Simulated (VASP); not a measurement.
# MgB2 (P6/mmm) in VASP: notebook

The runs below take MgB2 through relaxation of cell and atoms, with PBEsol.

All numbers are computed with VASP 6.6.1; they aren't measurements. Logs are shortened: lines on timing, memory, paths and dates and some standing lists are left out, and cuts for length are marked.

### 1 The cell of the first run

The structure is hexagonal, space group P6/mmm (No. 191). The conventional cell has a = 3.065 Å, b = 3.065 Å, c = 3.497 Å, α = 90.00°, β = 90.00°, γ = 120.00°. Mg (site symmetry 6/mmm) has 12 B at 2.49 Å and 6 Mg at 3.06 Å within 3.3 Å. B (site symmetry -6m2) has 3 B at 1.77 Å and 6 Mg at 2.49 Å within 2.5 Å.

### 2 Relaxation of cell and atoms, PBEsol, target pressure 1 GPa, at which the enthalpy is minimised

INCAR

```
PREC = Accurate
ENCUT = 600
EDIFF = 1E-6
ISMEAR = -1
SIGMA = 0.1
LREAL = F
LASPH = T
NELM = 80
ALGO = Normal
ISIF = 3
LWAVE = F
LCHARG = F
GGA = PS
IBRION = 2
NSW = 100
EDIFFG = -0.002
PSTRESS = 10.0
```

KPOINTS

```
regular mesh
0
Gamma
  16 16 12
```

POSCAR

```
MgB2
1.0
    3.0645010570      0.0000000000      0.0000000000
   -1.5322505285      2.6539357653      0.0000000000
    0.0000000000      0.0000000000      3.4965793458
Mg B
1 2
Direct
    0.0000000000      0.0000000000      0.0000000000
    0.3333333333      0.6666666667      0.5000000000
    0.6666666667      0.3333333333      0.5000000000
```

Potentials or basis: VASP PAW PBE potentials, release 64 (Mg, B).

Command:

```console
$ cat potpaw_PBE.64/Mg/POTCAR potpaw_PBE.64/B/POTCAR > POTCAR
$ mpirun -np 1 vasp_std > vasp.out
```

OUTCAR:

```text
PREC = Accurate
   ENCUT = 600
   EDIFF = 1E-6
   ISMEAR = -1
   LREAL = F
   LASPH = T
   NELM = 80
   ISIF = 3
   GGA = PS
   IBRION = 2
   NSW = 100
   EDIFFG = -0.002
   PSTRESS = 10.0

 ion  position               nearest neighbor table
   1  0.000  0.000  0.000-   2 2.49   3 2.49   2 2.49   3 2.49   3 2.49   3 2.49   2 2.49   2 2.49
                             3 2.49   3 2.49   2 2.49   2 2.49
   2  0.333  0.667  0.500-   3 1.77   3 1.77   3 1.77   1 2.49   1 2.49   1 2.49   1 2.49   1 2.49
                             1 2.49
   3  0.667  0.333  0.500-   2 1.77   2 1.77   2 1.77   1 2.49   1 2.49   1 2.49   1 2.49   1 2.49
                             1 2.49

  LATTYP: Found a hexagonal cell.
 ALAT       =     3.0645010570
 C/A-ratio  =     1.1409946614

  Lattice vectors:

 A1 = (   3.0645010570,   0.0000000000,   0.0000000000)
 A2 = (  -1.5322505285,   2.6539357653,   0.0000000000)
 A3 = (   0.0000000000,   0.0000000000,   3.4965793458)

Analysis of symmetry for initial positions (statically):
=====================================================================
 Subroutine PRICEL returns:
 Original cell was already a primitive cell.

 Routine SETGRP: Setting up the symmetry group for a
 hexagonal supercell.

 Subroutine GETGRP returns: Found 24 space group operations
 (whereof 24 operations were pure point group operations)
 out of a pool of 24 trial point group operations.

The static configuration has the point symmetry D_6h.

Analysis of symmetry for dynamics (positions and initial velocities):
=====================================================================
 Subroutine PRICEL returns:
 Original cell was already a primitive cell.

 Routine SETGRP: Setting up the symmetry group for a
 hexagonal supercell.

 Subroutine GETGRP returns: Found 24 space group operations
 (whereof 24 operations were pure point group operations)
 out of a pool of 24 trial point group operations.

The dynamic configuration has the point symmetry D_6h.

 Subroutine INISYM returns: Found 24 space group operations
 (whereof 24 operations are pure point group operations),
 and found     1 'primitive' translations

----------------------------------------------------------------------------------------

                                     Primitive cell

  volume of cell :      28.4376

  direct lattice vectors                    reciprocal lattice vectors
     3.064501057  0.000000000  0.000000000     0.326317394  0.188399435  0.000000000
    -1.532250529  2.653935765  0.000000000     0.000000000  0.376798871  0.000000000
     0.000000000  0.000000000  3.496579346     0.000000000  0.000000000  0.285993796

  length of vectors
     3.064501057  3.064501057  3.496579346     0.376798871  0.376798871  0.285993796

  position of ions in fractional coordinates (direct lattice)
     0.000000000  0.000000000  0.000000000
     0.333333333  0.666666667  0.500000000
     0.666666667  0.333333333  0.500000000

  ion indices of the primitive-cell ions
   primitive index   ion index
                 1           1
                 2           2
                 3           3

----------------------------------------------------------------------------------------

 KPOINTS: regular mesh

Automatic generation of k-mesh.
 Grid dimensions read from file:
 generate k-points for:   16   16   12

 Generating k-lattice:

  Cartesian coordinates                     Fractional coordinates (reciprocal lattice)
     0.020394837  0.011774965  0.000000000     0.062500000 -0.000000000  0.000000000
     0.000000000  0.023549929  0.000000000     0.000000000  0.062500000  0.000000000
     0.000000000  0.000000000  0.023832816     0.000000000  0.000000000  0.083333333

  Length of vectors
     0.023549929  0.023549929  0.023832816

  Shift w.r.t. Gamma in fractional coordinates (k-lattice)
     0.000000000  0.000000000  0.000000000

 Subroutine IBZKPT returns following result:
 ===========================================

 Found    210 irreducible k-points:

 Following reciprocal coordinates:
            Coordinates               Weight
  0.000000  0.000000  0.000000      1.000000
  0.062500 -0.000000  0.000000      6.000000
  0.125000 -0.000000  0.000000      6.000000
  0.187500  0.000000  0.000000      6.000000
  0.250000 -0.000000  0.000000      6.000000
  0.312500  0.000000  0.000000      6.000000
[... 16 lines left out ...]
  0.187500  0.187500  0.000000      6.000000
  0.250000  0.187500  0.000000     12.000000
 [... further k-points ...]
   k-points           NKPTS =    210   k-points in BZ     NKDIM =    210   number of bands    NBANDS=      8
   number of dos      NEDOS =    301   number of ions     NIONS =      3
   total plane-waves  NPLWV =  16128
   dimension x,y,z NGX =    24 NGY =   24 NGZ =   28
   dimension x,y,z NGXF=    48 NGYF=   48 NGZF=   56
   ions per type =               1   2
   NGX,Y,Z   is equivalent  to a cutoff of  13.02, 13.02, 13.31 a.u.
   NGXF,Y,Z  is equivalent  to a cutoff of  26.04, 26.04, 26.63 a.u.
 SYSTEM =  unknown system
   PREC   = accura    normal or accurate (medium, high low for compatibility)
   ISTART =      0    job   : 0-new  1-cont  2-samecut
   ICHARG =      2    charge: 1-file 2-atom 10-const
   ISPIN  =      1    spin polarized calculation?
   LNONCOLLINEAR =      F non collinear calculations
   LSORBIT =      F    spin-orbit coupling
   LASPH  =      T    aspherical Exc in radial PAW
   ENCUT  =  600.0 eV  44.10 Ry    6.64 a.u.   6.12  6.12  6.98*2*pi/ulx,y,z
   NELM   =     80;   NELMIN=  2; NELMDL= -5     # of ELM steps
   EDIFF  = 0.1E-05   stopping-criterion for ELM
   LREAL  =      F    real-space projection
   EDIFFG = -.2E-02   stopping-criterion for IOM
   NSW    =    100    number of steps for IOM
   IBRION =      2    ionic relax: 0-MD 1-quasi-New 2-CG
   NFREE  =      1    steps in history (QN), initial steepest desc. (CG)
   ISIF   =      3    stress and relaxation
   ISYM   =      2    0-nonsym 1-usesym 2-fastsym
   POTIM  = 0.5000    time-step for ionic-motion
   TEBEG  =    0.0;   TEEND  =   0.0 temperature during run
   PSTRESS=   10.0 pullay stress
   NELECT =       8.0000    total number of electrons
   NUPDOWN=      -1.0000    fix difference up-down
   EMIN   =  10.00;   EMAX   =-10.00  energy-range for DOS
   EFERMI =   0.00;   METHOD = LEGACY
   ISMEAR =    -1;   SIGMA  =   0.10  broadening in eV -4-tet -1-fermi 0-gaus
   EFERMI_NEDOS =   21; number of points for ismear=-14 and -15
   IALGO  =     38    algorithm
   IMIX   =      4    mixing-type and parameters
     AMIX     =   0.40;   BMIX     =  1.00
     AMIX_MAG =   1.60;   BMIX_MAG =  1.00
  volume/ion in A,a.u.               =       9.48        63.97
  Fermi-wavevector in a.u.,A,eV,Ry     =   1.072689  2.027087 15.655689  1.150661
  Thomas-Fermi vector in A             =   2.208466
   LORBIT       =      0    0 simple, 1 ext, 2 COOP (PROOUT), +10 PAW based schemes
   GGA     = PS    functional components
   LHFCALC =     F    Hartree Fock is set to
   AEXX    =    0.0000 exact exchange contribution
   IVDW    =     0    specifies the selected vdW correction
   LEPSILON=     F    determine dielectric tensor
   LRPA    =     F    only Hartree local field effects (RPA)
 conjugate gradient relaxation of ions
 non-spin polarized calculation
  energy-cutoff  :      600.00
  volume of cell :       28.44
 maximum number of plane-waves:       964
   NGX = 13   NGY = 13   NGZ = 13

--------------------------------------- Ionic step        1  -------------------------------------------

 number of electron       8.0000000 magnetization

 Free energy of the ion-electron system (eV)
  ---------------------------------------------------
  ext. energy  EPLUGINS =         0.00000000
  ---------------------------------------------------
  free energy    TOTEN  =       -16.23715567 eV

  energy without entropy =      -16.21493989  energy(sigma->0) =      -16.22604778

------------------------ aborting loop because EDIFF is reached ----------------------------------------

  FORCE on cell =-STRESS in cart. coord.  units (eV):
  Direction    XX          YY          ZZ          XY          YZ          ZX
  --------------------------------------------------------------------------------------
  -------------------------------------------------------------------------------------
  Total        0.0057873      0.0057873     -0.0295132     -0.0000000      0.0000000     -0.0000000
  in kB        0.3260582      0.3260582     -1.6627760     -0.0000000      0.0000000     -0.0000000
  external PRESSURE =     -10.3368866 kB  Pullay stress =      10.0000000 kB
[... 141 lines left out ...]
  enthalpy is  TOTEN    =       -16.0603322518 eV   P V=        0.1762598356

--------------------------------------- Ionic step        5  -------------------------------------------

 number of electron       8.0000000 magnetization

 Free energy of the ion-electron system (eV)
  ---------------------------------------------------
  ext. energy  EPLUGINS =         0.00000000
  ---------------------------------------------------
  free energy    TOTEN  =       -16.23658185 eV

  energy without entropy =      -16.21449162  energy(sigma->0) =      -16.22553674

 E-fermi :   5.3770     XC(G=0): -11.1053

 val. band max:        5.3645602735   @ k =   0.3750   0.0625   0.4167
 cond. band min:       5.3961250918   @ k =   0.4375   0.0000   0.3333
 fundamental gap:      0.0315648182
 Fermi energy:         5.3769614725

 k-point     1 :       0.0000    0.0000    0.0000
  band No.  band energies     occupation
      1      -7.1724      2.00000
      2       2.4357      2.00000
      3       5.7747      0.03680
      4       5.7747      0.03680
      5       7.1429      0.00000
      6      11.7635      0.00000
      7      11.7635      0.00000
      8      13.7657      0.00000
[... 243 lines left out ...]
 k-point    24 :       0.2500    0.1875    0.0000
  band No.  band energies     occupation
      1      -4.6788      2.00000
      2       0.2472      2.00000
      3       1.6240      2.00000
      4       4.8047      1.99348
      5       9.5593      0.00000
      6      10.0533      0.00000
      7      12.4491      0.00000
      8      13.5739      0.00000

 [... further k-points ...]
[... 5 lines left out ...]
  --------------------------------------------------------------------------------------
  -------------------------------------------------------------------------------------
  Total        0.1756936      0.1756936      0.1773500     -0.0000000      0.0000000     -0.0000000
  in kB        9.9685616      9.9685616     10.0625447     -0.0000000      0.0000000     -0.0000000
  external PRESSURE =      -0.0001107 kB  Pullay stress =      10.0000000 kB
[... 18 lines left out ...]
  FREE ENERGIE OF THE ION-ELECTRON SYSTEM (eV)
  ---------------------------------------------------
  free  energy   TOTEN  =       -16.2365818503 eV

  energy  without entropy=      -16.2144916248  energy(sigma->0) =      -16.22553674

  enthalpy is  TOTEN    =       -16.0603341509 eV   P V=        0.1762476994

 reached required accuracy - stopping structural energy minimisation
```

It took 2.2 min on 1 thread of Intel Xeon 8259CL, shared host; peak memory 0.21 GiB.

What came out:

```
Free energy                                                : -16.2366 eV
Relaxed volume                                             : 9.41 Å³/atom
Relaxed cell                                               : a = 3.060 Å, b = 3.060 Å, c = 3.483 Å, α = 90.00°, β = 90.00°, γ = 120.00°
Space group after relaxing (to 0.1 Å)                      : P6/mmm (No. 191)
Energy change on relaxing (the run minimises the enthalpy) : +0.2 meV/atom
Ionic steps                                                : 5
Pressure after relaxing                                    : 1.0 GPa
Band gap on the k mesh                                     : zero (bands 4 and 5 overlap by 3.08 eV)
```

Step by step:
| step | energy change (eV) | largest force (eV/Å) | pressure (GPa) | volume (Å³) |
| --- | --- | --- | --- | --- |
| 1 | 0.0000 | 0.0000 | -0.03 | 28.44 |
| 2 | 0.0010 | 0.0000 | 1.36 | 28.19 |
| 3 | 0.0006 | 0.0000 | 1.02 | 28.25 |
| 4 | 0.0006 | 0.0000 | 1.00 | 28.24 |
| 5 | 0.0006 | 0.0000 | 1.00 | 28.24 |

Final structure:
```
Mg B
1.0
     3.05952    0.00000    0.00000
    -1.52976    2.64962    0.00000
     0.00000    0.00000    3.48335
Mg B
1 2
Direct
  0.00000 0.00000 0.00000
  0.33333 0.66667 0.50000
  0.66667 0.33333 0.50000
```

Levels at points of the mesh, in eV from the Fermi level:
| k point | band 1 | band 2 | band 3 | band 4 | band 5 | band 6 | band 7 | band 8 |
| --- | --- | --- | --- | --- | --- | --- | --- | --- |
| (0.00, 0.00, 0.00) | -12.55 | -2.94 | 0.40 | 0.40 | 1.77 | 6.39 | 6.39 | 8.39 |
| (0.50, 0.00, 0.00) | -8.58 | -7.93 | -2.19 | 0.25 | 3.17 | 3.90 | 5.50 | 7.40 |
| (0.00, 0.00, 0.50) | -11.22 | -7.54 | 0.80 | 0.80 | 6.71 | 6.71 | 8.10 | 10.28 |
| (0.50, 0.00, 0.50) | -7.56 | -6.99 | -3.63 | -1.90 | -1.31 | 5.87 | 8.99 | 9.05 |

Caveat: the cell is relaxed towards a set pressure, so the run minimises the enthalpy, not the energy; the PAW data sets were made with another functional, which shifts forces and pressure a little.

### 3 Relaxation of cell and atoms, PBEsol, target pressure 2 GPa, at which the enthalpy is minimised

Edit INCAR of step 2 so:

```diff
@@ -7,3 +7,3 @@
 LASPH = T
-NELM = 80
+NELM = 60
 ALGO = Normal
@@ -16,2 +16,2 @@
 EDIFFG = -0.002
-PSTRESS = 10.0
+PSTRESS = 20.0
```

KPOINTS is that of step 2.

POSCAR is that of step 2.

Potentials or basis: VASP PAW PBE potentials, release 64 (Mg, B).

Command:

```console
$ cat potpaw_PBE.64/Mg/POTCAR potpaw_PBE.64/B/POTCAR > POTCAR
$ mpirun -np 1 vasp_std > vasp.out
```

Run time: 1.9 min. Hardware: 1 thread of Intel Xeon 8259CL, shared host; peak memory 0.21 GiB.

It converged, with:

* Free energy: -16.2349 eV
* Relaxed volume: 9.35 Å³/atom
* Relaxed cell: a = 3.054 Å, b = 3.054 Å, c = 3.472 Å, α = 90.00°, β = 90.00°, γ = 120.00°
* Space group after relaxing (to 0.1 Å): P6/mmm (No. 191)
* Energy change on relaxing (the run minimises the enthalpy): +0.8 meV/atom
* Ionic steps: 5
* Pressure after relaxing: 2.0 GPa
* Band gap on the k mesh: zero (bands 4 and 5 overlap by 3.10 eV)

Step by step:
```csv
step,energy change (eV),largest force (eV/Å),pressure (GPa),volume (Å³)
1,0.0000,0.0000,-0.03,28.44
2,0.0041,0.0000,2.78,27.95
3,0.0022,0.0000,2.02,28.07
4,0.0022,0.0000,2.00,28.06
5,0.0023,0.0000,2.00,28.05
```

Final structure:
```
Mg B
1.0
     3.05430    0.00000    0.00000
    -1.52715    2.64510    0.00000
     0.00000    0.00000    3.47249
Mg B
1 2
Direct
  0.00000 0.00000 0.00000
  0.33333 0.66667 0.50000
  0.66667 0.33333 0.50000
```

Levels at points of the mesh, in eV from the Fermi level:
| k point | band 1 | band 2 | band 3 | band 4 | band 5 | band 6 | band 7 | band 8 |
| --- | --- | --- | --- | --- | --- | --- | --- | --- |
| (0.00, 0.00, 0.00) | -12.59 | -2.94 | 0.40 | 0.40 | 1.81 | 6.40 | 6.40 | 8.44 |
| (0.50, 0.00, 0.00) | -8.60 | -7.96 | -2.21 | 0.25 | 3.20 | 3.91 | 5.55 | 7.47 |
| (0.00, 0.00, 0.50) | -11.24 | -7.57 | 0.80 | 0.80 | 6.72 | 6.72 | 8.12 | 10.38 |
| (0.50, 0.00, 0.50) | -7.57 | -7.01 | -3.65 | -1.91 | -1.32 | 5.90 | 9.04 | 9.09 |

Caveat: the cell is relaxed towards a set pressure, so the run minimises the enthalpy, not the energy; the PAW data sets were made with another functional, which shifts forces and pressure a little.
